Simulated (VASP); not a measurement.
Input of a VASP 6.6.1 run:

Contents of INCAR:

```
SYSTEM = WC
ALGO = Normal
EDIFF = 1E-6
ENCUT = 910
GGA = PS
GGA_COMPAT = .False.
ISIF = 2
ISMEAR = -1
LASPH = .True.
LCHARG = .False.
LREAL = .False.
LWAVE = .False.
NBANDS = 16
NELM = 120
PREC = Accurate
SIGMA = 0.1
```

The input KPOINTS:

```
k-points
0
Gamma
  11 11 11
  0 0 0
```

Contents of POSCAR:

```
WC
1.0
    0.0000000000      2.1731532614      2.1731532614
    2.1731532614      0.0000000000      2.1731532614
    2.1731532614      2.1731532614      0.0000000000
W C
1 1
Direct
    0.0000000000      0.0000000000      0.0000000000
    0.5000000000      0.5000000000      0.5000000000
```

Potentials or basis: VASP PAW PBE potentials, release 64 (W_sv, C_h).

Run with:

```sh
$ cat potpaw_PBE.64/W_sv/POTCAR potpaw_PBE.64/C_h/POTCAR > POTCAR
$ mpirun -np 1 vasp_std > vasp.out
```

Q: Estimate the band gap on the k mesh.

A: Zero (band 9 reaches 13.99 eV, above the bottom of band 10 at 10.79 eV).

Q: What does it give for the pressure?

A: 1.0 GPa.

Caveat: the cutoff is under 1.25 times the usual one of these potentials, so pressure, stress and relaxed cells hold a basis-set (Pulay) error; the PAW data sets were made with another functional, which shifts forces and pressure a little; spin-orbit coupling is left out, which moves the levels of the heavy elements.
